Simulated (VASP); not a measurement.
# LiCl (Fm-3m) in VASP: notebook, part 3 of 3

VASP 6.6.1. Earlier steps stand in the parts before.

**5. Single point, RPBE+D3(BJ)**

This run uses another cell than the first one, of 13.49 Å³/atom, 0.799 times its volume.

Contents of INCAR:

```
SYSTEM = LiCl
PREC = Accurate ; ENCUT = 750
EDIFF = 1E-6 ; ISMEAR = -1
SIGMA = 0.05 ; LREAL = .FALSE.
LASPH = .TRUE. ; NELM = 120
ALGO = Normal ; ISIF = 2
LWAVE = .FALSE. ; LCHARG = .TRUE.
GGA = RP ; IVDW = 12
LELF = .TRUE. ; LVHAR = .TRUE.
NBANDS = 12 ; GGA_COMPAT = .FALSE.
```

Contents of KPOINTS:

```
regular mesh
0
G
  9 9 9
  0 0 0
```

Contents of POSCAR:

```
LiCl
1.0
    0.0000000000      2.3803866854      2.3803866854
    2.3803866854      0.0000000000      2.3803866854
    2.3803866854      2.3803866854      0.0000000000
Cl Li
1 1
Direct
    0.5000000000      0.5000000000      0.5000000000
    0.0000000000      0.0000000000      0.0000000000
```

Potentials or basis: VASP PAW PBE potentials, release 64 (Cl, Li_sv).

Run with:

```
$ cat potpaw_PBE.64/Cl/POTCAR potpaw_PBE.64/Li_sv/POTCAR > POTCAR
$ mpirun -np 1 vasp_std > vasp.out
```

OUTCAR:

```text
SYSTEM = LiCl
   PREC = Accurate
   ENCUT = 750
   EDIFF = 1E-6
   ISMEAR = -1
   LREAL = .FALSE.
   LASPH = .TRUE.
   NELM = 120
   ISIF = 2
   GGA = RP
   IVDW = 12
 IVDW          = 12

 ion  position               nearest neighbor table
   1  0.500  0.500  0.500-   2 2.38   2 2.38   2 2.38   2 2.38   2 2.38   2 2.38
   2  0.000  0.000  0.000-   1 2.38   1 2.38   1 2.38   1 2.38   1 2.38   1 2.38

  LATTYP: Found a face centered cubic cell.
 ALAT       =     4.7607733708

  Lattice vectors:

 A1 = (   0.0000000000,   2.3803866854,   2.3803866854)
 A2 = (   2.3803866854,   0.0000000000,   2.3803866854)
 A3 = (   2.3803866854,   2.3803866854,   0.0000000000)

Analysis of symmetry for initial positions (statically):
=====================================================================
 Subroutine PRICEL returns:
 Original cell was already a primitive cell.

 Routine SETGRP: Setting up the symmetry group for a
 face centered cubic supercell.

 Subroutine GETGRP returns: Found 48 space group operations
 (whereof 48 operations were pure point group operations)
 out of a pool of 48 trial point group operations.

The static configuration has the point symmetry O_h .

Analysis of symmetry for dynamics (positions and initial velocities):
=====================================================================
 Subroutine PRICEL returns:
 Original cell was already a primitive cell.

 Routine SETGRP: Setting up the symmetry group for a
 face centered cubic supercell.

 Subroutine GETGRP returns: Found 48 space group operations
 (whereof 48 operations were pure point group operations)
 out of a pool of 48 trial point group operations.

The dynamic configuration has the point symmetry O_h .

 Subroutine INISYM returns: Found 48 space group operations
 (whereof 48 operations are pure point group operations),
 and found     1 'primitive' translations

----------------------------------------------------------------------------------------

                                     Primitive cell

  volume of cell :      26.9757

  direct lattice vectors                    reciprocal lattice vectors
     0.000000000  2.380386685  2.380386685    -0.210049906  0.210049906  0.210049906
     2.380386685  0.000000000  2.380386685     0.210049906 -0.210049906  0.210049906
     2.380386685  2.380386685  0.000000000     0.210049906  0.210049906 -0.210049906

  length of vectors
     3.366375134  3.366375134  3.366375134     0.363817110  0.363817110  0.363817110

  position of ions in fractional coordinates (direct lattice)
     0.500000000  0.500000000  0.500000000
     0.000000000  0.000000000  0.000000000

  ion indices of the primitive-cell ions
   primitive index   ion index
                 1           1
                 2           2

----------------------------------------------------------------------------------------

 KPOINTS: regular mesh

Automatic generation of k-mesh.
 Grid dimensions read from file:
 generate k-points for:    9    9    9

 Generating k-lattice:

  Cartesian coordinates                     Fractional coordinates (reciprocal lattice)
    -0.023338878  0.023338878  0.023338878     0.111111111  0.000000000  0.000000000
     0.023338878 -0.023338878  0.023338878     0.000000000  0.111111111  0.000000000
     0.023338878  0.023338878 -0.023338878     0.000000000  0.000000000  0.111111111

  Length of vectors
[... 38 lines left out ...]
   number of dos      NEDOS =    301   number of ions     NIONS =      2
   total plane-waves  NPLWV =  27000
   dimension x,y,z NGX =    30 NGY =   30 NGZ =   30
   dimension x,y,z NGXF=    60 NGYF=   60 NGZF=   60
   ions per type =               1   1
   NGX,Y,Z   is equivalent  to a cutoff of  14.82, 14.82, 14.82 a.u.
   NGXF,Y,Z  is equivalent  to a cutoff of  29.63, 29.63, 29.63 a.u.
 SYSTEM =  LiCl
   PREC   = accura    normal or accurate (medium, high low for compatibility)
   ISTART =      0    job   : 0-new  1-cont  2-samecut
   ICHARG =      2    charge: 1-file 2-atom 10-const
   ISPIN  =      1    spin polarized calculation?
   LNONCOLLINEAR =      F non collinear calculations
   LSORBIT =      F    spin-orbit coupling
   LASPH  =      T    aspherical Exc in radial PAW
   ENCUT  =  750.0 eV  55.12 Ry    7.42 a.u.   7.52  7.52  7.52*2*pi/ulx,y,z
   NELM   =    120;   NELMIN=  2; NELMDL= -5     # of ELM steps
   EDIFF  = 0.1E-05   stopping-criterion for ELM
   LREAL  =      F    real-space projection
   EDIFFG = 0.1E-04   stopping-criterion for IOM
   NSW    =      0    number of steps for IOM
   IBRION =     -1    ionic relax: 0-MD 1-quasi-New 2-CG
   NFREE  =      0    steps in history (QN), initial steepest desc. (CG)
   ISIF   =      2    stress and relaxation
   ISYM   =      2    0-nonsym 1-usesym 2-fastsym
   POTIM  = 0.5000    time-step for ionic-motion
   TEBEG  =    0.0;   TEEND  =   0.0 temperature during run
   PSTRESS=    0.0 pullay stress
   NELECT =      10.0000    total number of electrons
   NUPDOWN=      -1.0000    fix difference up-down
   EMIN   =  10.00;   EMAX   =-10.00  energy-range for DOS
   EFERMI =   0.00;   METHOD = LEGACY
   ISMEAR =    -1;   SIGMA  =   0.05  broadening in eV -4-tet -1-fermi 0-gaus
   EFERMI_NEDOS =   21; number of points for ismear=-14 and -15
   IALGO  =     38    algorithm
   IMIX   =      4    mixing-type and parameters
     AMIX     =   0.40;   BMIX     =  1.00
     AMIX_MAG =   1.60;   BMIX_MAG =  1.00
  volume/ion in A,a.u.               =      13.49        91.02
  Fermi-wavevector in a.u.,A,eV,Ry     =   1.176027  2.222369 18.817397  1.383040
  Thomas-Fermi vector in A             =   2.312398
   LORBIT       =      0    0 simple, 1 ext, 2 COOP (PROOUT), +10 PAW based schemes
   GGA     = RP    functional components
   LHFCALC =     F    Hartree Fock is set to
   AEXX    =    0.0000 exact exchange contribution
   IVDW    =    12    specifies the selected vdW correction
   LEPSILON=     F    determine dielectric tensor
   LRPA    =     F    only Hartree local field effects (RPA)
 non-spin polarized calculation
  energy-cutoff  :      750.00
  volume of cell :       26.98
 maximum number of plane-waves:      1279
 NGX is ok and might be reduce to    30
   NGX = 15   NGY = 15   NGZ = 15

 number of electron      10.0000000 magnetization

 Free energy of the ion-electron system (eV)
  ---------------------------------------------------
  ext. energy  EPLUGINS =         0.00000000
  ---------------------------------------------------
  free energy    TOTEN  =        -6.68788704 eV

  energy without entropy =       -6.68788704  energy(sigma->0) =       -6.68788704

 E-fermi :   3.8507     XC(G=0):  -9.5346

 val. band max:        2.6059783754   @ k =   0.0000   0.0000   0.0000
 cond. band min:       9.8135116033   @ k =   0.4444   0.0000   0.0000
 fundamental gap:      7.2075332279
 Fermi energy:         3.8507293513

 k-point     1 :       0.0000    0.0000    0.0000
  band No.  band energies     occupation
      1     -40.8866      2.00000
      2     -11.7310      2.00000
      3       2.6060      2.00000
      4       2.6060      2.00000
      5       2.6060      2.00000
      6      10.6955      0.00000
      7      14.7122      0.00000
      8      14.7122      0.00000
      9      14.7122      0.00000
     10      17.8043      0.00000
     11      17.8043      0.00000
     12      18.8204      0.00000
[... 331 lines left out ...]
 k-point    24 :       0.4444    0.4444    0.0000
  band No.  band energies     occupation
      1     -40.8764      2.00000
      2     -10.4236      2.00000
      3      -1.2874      2.00000
      4       1.0730      2.00000
      5       1.0730      2.00000
      6      10.6325      0.00000
      7      11.1553      0.00000
      8      17.0589      0.00000
      9      18.5518      0.00000
     10      18.5518      0.00000
     11      20.4407      0.00000
     12      22.6185      0.00000

 [... further k-points ...]

------------------------ aborting loop because EDIFF is reached ----------------------------------------

 Edisp (eV)   -2.13460

 E8    (eV) :    -1.1998

  FORCE on cell =-STRESS in cart. coord.  units (eV):
  Direction    XX          YY          ZZ          XY          YZ          ZX
  --------------------------------------------------------------------------------------
  -------------------------------------------------------------------------------------
  Total      -0.06164    -0.06164    -0.06164     0.00000    -0.00000    -0.00000
  in kB      -3.66103    -3.66103    -3.66103     0.00000    -0.00000    -0.00000
  external pressure =       -3.66 kB  Pullay stress =        0.00 kB

 VOLUME and BASIS-vectors are now :
 -----------------------------------------------------------------------------
  energy-cutoff  :      750.00
  volume of cell :       26.98
      direct lattice vectors                 reciprocal lattice vectors
     0.000000000  2.380386685  2.380386685    -0.210049906  0.210049906  0.210049906
     2.380386685  0.000000000  2.380386685     0.210049906 -0.210049906  0.210049906
     2.380386685  2.380386685  0.000000000     0.210049906  0.210049906 -0.210049906

 POSITION                                       TOTAL-FORCE (eV/Angst)
 -----------------------------------------------------------------------------------
      2.38039      2.38039      2.38039        -0.000000      0.000000      0.000000
      0.00000      0.00000      0.00000         0.000000     -0.000000     -0.000000
 -----------------------------------------------------------------------------------
    total drift:                               -0.000000     -0.000000      0.000000

  FREE ENERGIE OF THE ION-ELECTRON SYSTEM (eV)
  ---------------------------------------------------
  free  energy   TOTEN  =        -8.8224858960 eV

  energy  without entropy=       -8.8224858960  energy(sigma->0) =       -8.82248590
```

stdout:

```text
POSCAR found type information on POSCAR ClLi
 POSCAR found :  2 types and       2 ions
 scaLAPACK will be used
 -----------------------------------------------------------------------------
|                                                                             |
|                                                                             |
|     You enforced a specific xc type in the INCAR file but a different       |
|     I HOPE YOU KNOW WHAT YOU ARE DOING!                                     |
|                                                                             |
 -----------------------------------------------------------------------------

 LDA part: xc-table for (Slater+PW92), standard interpolation
 POSCAR, INCAR and KPOINTS ok, starting setup
 FFT: planning ... GRIDC
 FFT: planning ... GRID_SOFT
 FFT: planning ... GRID
 WAVECAR not read
 entering main loop
```

Run time: 16 s. Hardware: 1 thread of Intel Xeon 6975P-C, shared host; peak memory 0.18 GiB.

Results:

```yaml
Free_energy: -8.8225 eV
Pressure: -0.4 GPa
Band_gap_on_the_k_mesh: 7.21 eV, indirect (least direct gap 7.57 eV)
Dispersion_energy_per_atom: -1.067 eV
```

Caveat: the PAW data sets were made with another functional, which shifts forces and pressure a little. A k mesh can miss the band edges.

**6. Summary**

| level | cell | k mesh | cutoff (eV) | grid for exact exchange (PRECFOCK) | share of exact exchange | screening parameter | gap on the mesh (eV) |
| --- | --- | --- | --- | --- | --- | --- | --- |
| PBE-based screened hybrid | a = 3.627 Å, angles 60.0°, 2 atoms | 5 × 5 × 5 | 520 | Normal | 0.2 | 0.2 1/Å | 7.47 |
| PBE-based screened hybrid | a = 3.627 Å, angles 60.0°, 2 atoms | 5 × 5 × 5 | 520 | Normal | 0.25 | 0.2 1/Å | 7.76 |
| PBE-based screened hybrid | a = 3.627 Å, angles 60.0°, 2 atoms | 5 × 5 × 5 | 520 | Normal | 0.3 | 0.2 1/Å | 8.04 |
| RPBE+D3(BJ) | a = 3.366 Å, angles 60.0°, 2 atoms | 9 × 9 × 9 | 750 | - | - | - | 7.21 |

Alike in all rows: task single point; potentials or basis VASP PAW PBE potentials, release 64 (Cl, Li_sv); no spin polarisation; smearing fermi-dirac 0.05 eV.

Caveats: some runs use coarse meshes; the PAW data sets were made with another functional, which shifts forces and pressure a little; the cutoff is under 1.25 times the usual one of these potentials, so pressure, stress and relaxed cells hold a basis-set (Pulay) error (some runs).

Total energies depend on the potentials used, so only differences within one code and one set of settings carry meaning.
